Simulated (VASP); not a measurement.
Set up this calculation in VASP 6.6.1, as the native input.

```yaml
Task: single point
Functional: PBEsol
Potentials_or_basis: VASP PAW PBE potentials, release 64 (Mo_sv, S)
Cutoff: 520 eV
k_mesh: 10 × 10 × 2
Occupations: gaussian, width 0.05 eV
Spin: no spin polarisation
Dipole_correction: no
Further_INCAR_settings: ALGO = Normal; EDIFF = 1e-07; NBANDS = 35
```

The structure of MoS2 lies in POSCAR:

```
MoS2
1.0
   -3.1414322132      0.0000000000      0.0000000000
   -1.5707161066     -2.7205601009      0.0000000000
    0.0000000000      0.0000000000     15.5788195080
Mo S
2 4
Direct
    0.3333333333      0.3333333333      0.2018577130
    0.6666666667      0.6666666667      0.6055731390
    0.3333333333      0.3333333333      0.5054951870
    0.6666666667      0.6666666667      0.1017797610
    0.3333333333      0.3333333333      0.7056510909
    0.6666666667      0.6666666667      0.3019356649
```

This cell differs from its parent crystal: the distance across one plane changed.

The input as run:

INCAR

```
  PREC = Accurate
  ENCUT = 520
  EDIFF = 1E-7
  ISMEAR = 0
  SIGMA = 0.05
  LREAL = False
  LASPH = True
  NELM = 100
  ALGO = Normal
  ISIF = 2
  LWAVE = False
  LCHARG = True
  GGA = PS
  LELF = True
  LVHAR = True
  NBANDS = 35
```

KPOINTS

```
regular mesh
0
Gamma
  10 10 2
```

Potentials or basis: VASP PAW PBE potentials, release 64 (Mo_sv, S).

Command:

```console
$ cat potpaw_PBE.64/Mo_sv/POTCAR potpaw_PBE.64/S/POTCAR > POTCAR
$ mpirun -np 1 vasp_std > vasp.out
```

It gave:

```
Pressure               : -0.1 GPa
Largest force          : 0.023 eV/Å
Band gap on the k mesh : 1.44 eV (least direct gap 2.02 eV)
```

Caveat: the cell differs from its parent crystal (the distance across one plane changed); the PAW data sets were made with another functional, which shifts forces and pressure a little.

It took 4.3 min on 1 thread of Intel Xeon 8259CL, with other jobs on the host, peak memory 0.3 GiB.
